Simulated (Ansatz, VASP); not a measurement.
**Two plane-wave programs on MgS**

File INCAR:

```
PREC     = Accurate       # precision mode
ENCUT    = 520            # plane-wave cutoff, eV
EDIFF    = 1E-6           # SCF threshold, eV
ISMEAR   = 0              # smearing method
SIGMA    = 0.1            # smearing width, eV
LREAL    = False          # projectors in reciprocal space
LASPH    = True           # aspherical terms in the spheres
NELM     = 60             # most SCF steps
ALGO     = Normal         # electronic algorithm
ISIF     = 2              # what is computed and relaxed
LWAVE    = False          # write WAVECAR
LCHARG   = False          # write CHGCAR
GGA      = PE             # functional
NBANDS   = 16             # bands
```

Contents of KPOINTS:

```
regular mesh
0
Gamma
  6 6 6
```

The input POSCAR:

```
MgS
1.0
    0.0000000000     -2.6148576661     -2.6148576661
   -2.6148576661      0.0000000000     -2.6148576661
    2.6148576661      2.6148576661     -5.2297153322
Mg S
2 2
Direct
    1.0000000000      1.0000000000      0.0000000000
    0.5000000000      0.5000000000      0.5000000000
    0.2500000000      0.2500000000      0.2500000000
    0.7500000000      0.7500000000      0.7500000000
```

Input for Ansatz:

```yaml
crystal:
  lattice:
    - [0.0, -2.6148576661, -2.6148576661]
    - [-2.6148576661, 0.0, -2.6148576661]
    - [2.6148576661, 2.6148576661, -5.2297153322]
  atoms:
    - { symbol: Mg, position: [1.0, 1.0, 0.0] }
    - { symbol: Mg, position: [0.5, 0.5, 0.5] }
    - { symbol: S, position: [0.25, 0.25, 0.25] }
    - { symbol: S, position: [0.75, 0.75, 0.75] }
basis:
  ecutwfc: 420
kpoints:
  mp_grid: { grid: [6, 6, 6] }
hamiltonian:
  xc: pbe
scf:
  occupations: { method: gaussian, width: 0.1 }
  lower_state_search: "off"
output:
  forces: true
  stress: true
  eigenvalues: true
```

Alike in both runs: task single point; functional PBE; k mesh 6 × 6 × 6; occupations gaussian, width 0.1 eV; no spin polarisation.

|  | VASP | Ansatz |
| --- | --- | --- |
| version | VASP 6.6.1 | Ansatz 0.2.0 |
| potentials or method | VASP PAW PBE potentials, release 64 (Mg, S), cutoff 520 eV | scalar-relativistic, plane waves, PAW |
| valence electrons in the cell | 16 | 32 |

```csv
,VASP,Ansatz,Ansatz less VASP
gap on the k mesh at the Fermi level (eV),2.74,2.76,+0.015
least direct gap on the mesh (eV),3.31,3.33,+0.016
pressure (GPa),-0.3,0.0,+0.30
```

With one functional, cell and mesh, what is left measures potentials, basis and numerics. VASP's potentials hold 16 valence electrons a cell and Ansatz's 32, so a difference there can come from the potentials and not from the codes.
